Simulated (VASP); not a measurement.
Wanted: the native input for a VASP 6.6.1 run.

```yaml
Task: single point
Functional: r2SCAN
Potentials_or_basis: VASP PAW PBE potentials, release 64 (Ga_d, Sb)
Cutoff: 520 eV
k_mesh: 6 × 6 × 6
Occupations: gaussian, width 0.01 eV
Spin: no spin polarisation
Dipole_correction: no
Further_INCAR_settings: ALGO = Normal; EDIFF = 1e-06; NBANDS = 16
```

GaSb:

```
Ga Sb
1.0
     3.08162    3.08162    0.00000
    -3.08162    3.08162    0.00000
     0.00000    3.08162    3.05103
Ga Sb
1 1
Direct
  0.00000 0.00000 0.00000
  0.75000 0.25000 0.50000
```

This cell differs from its parent crystal: film at in-plane strain +0.005.

The input as run:

POSCAR

```
GaSb
1.0
    3.0816162753      3.0816162753      0.0000000000
   -3.0816162753      3.0816162753      0.0000000000
    0.0000000000      3.0816162753      3.0510330164
Ga Sb
1 1
Direct
    0.0000000000      0.0000000000      0.0000000000
    0.7500000000      0.2500000000      0.5000000000
```

INCAR.step1

```
  ALGO = Normal
  EDIFF = 1E-4
  ENCUT = 520
  GGA = PE
  ISMEAR = 0
  LASPH = T
  LCHARG = F
  LREAL = F
  LWAVE = T
  NBANDS = 16
  NELM = 60
  PREC = Accurate
  SIGMA = 0.01
```

INCAR.step2

```
  ALGO = Normal
  EDIFF = 1E-6
  ENCUT = 520
  ISIF = 2
  ISMEAR = 0
  ISTART = 1
  LASPH = T
  LCHARG = F
  LMIXTAU = T
  LREAL = F
  LWAVE = F
  METAGGA = R2SCAN
  NBANDS = 16
  NELM = 60
  PREC = Accurate
  SIGMA = 0.01
```

KPOINTS

```
k-points
0
Gamma
  6 6 6
```

Potentials or basis: VASP PAW PBE potentials, release 64 (Ga_d, Sb).

Run with:

```bash
$ cat potpaw_PBE.64/Ga_d/POTCAR potpaw_PBE.64/Sb/POTCAR > POTCAR
$ cp INCAR.step1 INCAR
$ mpirun -np 1 vasp_std > vasp.out
$ cp INCAR.step2 INCAR
$ mpirun -np 1 vasp_std > vasp.out
```

Results of the run:

```yaml
Pressure: -0.2 GPa
Band_gap_on_the_k_mesh: 0.32 eV, direct
```

Caveat: the cell differs from its parent crystal (film at in-plane strain +0.005); the PAW data sets were made with another functional, which shifts forces and pressure a little; spin-orbit coupling is left out, which moves the levels of the heavy elements.

Wall time 42 s on 1 thread of AMD EPYC 9R45 96-Core Processor (Zen 5), on a shared host, peak memory 0.17 GiB.
